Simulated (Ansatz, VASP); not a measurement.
AlN in VASP and in Ansatz

The input INCAR:

```
PREC     = Accurate       # precision mode
ENCUT    = 520            # plane-wave cutoff, eV
EDIFF    = 1E-7           # SCF threshold, eV
ISMEAR   = 0              # smearing method
SIGMA    = 0.05           # smearing width, eV
LREAL    = F              # projectors in reciprocal space
LASPH    = T              # aspherical terms in the spheres
NELM     = 100            # most SCF steps
ALGO     = Normal         # electronic algorithm
ISIF     = 2              # what is computed and relaxed
LWAVE    = F              # write WAVECAR
LCHARG   = F              # write CHGCAR
GGA      = PE             # functional
NBANDS   = 11             # bands
```

KPOINTS

```
Automatic mesh
0
Gamma
  8 8 8
```

POSCAR

```
AlN
1.0
    0.1157717734      1.9684110059      2.0755267804
    2.0238507968     -0.0814220902      2.2727206439
    2.1286101825      2.2703642551     -0.1861814758
Al N
1 1
Direct
   -0.0111908501     -0.0300770952     -0.0250535999
    0.7611908501      0.7800770952      0.7750535999
```

Input for Ansatz:

```yaml
crystal:
  lattice:
    - [0.1157717734, 1.9684110059, 2.0755267804]
    - [2.0238507968, -0.0814220902, 2.2727206439]
    - [2.1286101825, 2.2703642551, -0.1861814758]
  atoms:
    - { symbol: Al, position: [-0.0111908501, -0.0300770952, -0.0250535999] }
    - { symbol: "N", position: [0.7611908501, 0.7800770952, 0.7750535999] }
basis:
  ecutwfc: 420
kpoints:
  mp_grid: { grid: [8, 8, 8] }
hamiltonian:
  xc: pbe
scf:
  occupations: { method: gaussian, width: 0.05 }
output:
  forces: true
  stress: true
  eigenvalues: true
```

Change from the starting cell: all atoms moved at random, sigma 0.1 Å a component, cell strained at random, sigma 0.1.

Alike in both runs: task single point; functional PBE; k mesh 8 × 8 × 8; occupations gaussian, width 0.05 eV; no spin polarisation.

```csv
,VASP,Ansatz
version,VASP 6.6.1,Ansatz 0.2.0
potentials or method,"VASP PAW PBE potentials, release 64 (Al, N), cutoff 520 eV","scalar-relativistic, plane waves, PAW"
valence electrons in the cell,8,8
```

|  | VASP | Ansatz | Ansatz less VASP |
| --- | --- | --- | --- |
| gap on the k mesh at the Fermi level (eV) | 2.33 | 2.35 | +0.025 |
| least direct gap on the mesh (eV) | 3.16 | 3.17 | +0.004 |
| pressure (GPa) | 63.2 | 62.8 | -0.36 |
| traceless stress, the component that is largest in VASP (GPa) | 83.23 | 82.51 | -0.724 |
| rms of the force components (eV/Å) | 8.105 | 8.063 | -0.0418 |

Atom by atom the forces differ by 0.042 eV/Å (rms over components). Both programs put the cell under a high pressure, so it lies far from rest at this level.

Noted on VASP's run: the cell as given lies far from equilibrium.
